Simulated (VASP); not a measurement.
Runs of VASP 6.6.1 on V. The structure is that of space group Im-3m (No. 229), or close to it. The cells are those of the table. 

| task | cell | k mesh | cutoff (eV) | smearing | gap on the mesh (eV) | pressure (GPa) | relaxed volume (Å³/atom) |
| --- | --- | --- | --- | --- | --- | --- | --- |
| relaxation of cell and atoms | relaxed from a = 2.596 Å, angles 109.5°, 1 atom | 20 × 20 × 20 | 600 | fermi-dirac 0.15 eV | none | 0.0 | 13.53 |
| relaxation of cell and atoms | relaxed from a = 2.620 Å, angles 109.5°, 1 atom | 20 × 20 × 20 | 600 | gaussian 0.1 eV | none | 0.0 | 13.47 |
| single point | a = 2.599 Å, angles 109.5°, 1 atom | 20 × 20 × 20 | 520 | fermi-dirac 0.15 eV | none | (a) | - |
| single point | a = 2.620 Å, angles 109.5°, 1 atom | 8 × 8 × 8 | 520 | gaussian 0.1 eV | none | -5.8 | - |

Alike in all rows: level PBE; potentials or basis VASP PAW PBE potentials, release 64 (V_sv); no spin polarisation.

Q: Estimate the missing entries.

A: (a) 0.3.

Caveats: some runs use coarse meshes.

A gap of «none» marks levels without a gap at the run's occupations.
